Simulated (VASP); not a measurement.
# WSe2: single point with PBE+D3(BJ)

Crystal: WSe2.

```
W Se
1.0
     3.27904    0.00000    0.00000
    -1.63952    2.83973    0.00000
     0.00000    0.00000   12.79283
W Se
2 4
Cartesian
  1.6395 0.9466 3.1984
  0.0000 1.8932 9.5944
  0.0000 1.8932 4.8827
  1.6395 0.9466 11.2787
  0.0000 1.8932 1.5141
  1.6395 0.9466 7.9101
```

```json
{"Program": "VASP 6.6.1", "Task": "single point", "Functional": "PBE", "Dispersion": "D3(BJ)", "Potentials or basis": "VASP PAW PBE potentials, release 64 (W_sv, Se)", "Cutoff": "520 eV", "k mesh": "12 × 12 × 2", "Occupations": "gaussian, width 0.02 eV", "Spin": "no spin polarisation", "Dipole correction": "no", "Further INCAR settings": "ALGO = Normal; EDIFF = 1e-07; NBANDS = 35"}
```

- Pressure: 0.3 GPa
- Largest force: 0.049 eV/Å
- Band gap on the k mesh: 0.89 eV (least direct gap 1.56 eV)
- Dispersion energy per atom: -0.475 eV

Forces on the atoms (eV/Å):
```
W    0.000  0.000  0.000
W    0.000  0.000  0.000
Se   0.000  0.000  0.049
Se   0.000  0.000  0.049
Se   0.000  0.000 -0.049
Se   0.000  0.000 -0.049
```

Stress tensor (GPa, compression positive):
```
0.28 0.00 0.00
0.00 0.28 0.00
0.00 0.00 0.40
```

Levels at points of the mesh, in eV from the valence-band top:
```csv
k point,band 23,band 24,band 25,band 26,band 27,band 28,band 29,band 30
"(0.00, 0.00, 0.00)",-1.46,-1.20,-0.96,0.00,2.63,2.63,2.68,2.68
"(0.50, 0.00, 0.00)",-1.49,-1.37,-1.30,-1.06,2.15,2.20,2.27,2.69
"(0.00, 0.00, 0.50)",-1.49,-1.49,-0.21,-0.20,2.63,2.63,2.63,2.63
"(0.50, 0.00, 0.50)",-1.37,-1.37,-1.22,-1.22,2.17,2.17,2.52,2.52
```

It took 3.2 min on 1 thread of Intel Xeon 8259CL, with other jobs on the host, peak memory 0.31 GiB.

Caveat: spin-orbit coupling is left out, which moves the levels of the heavy elements. A k mesh can miss the band edges.
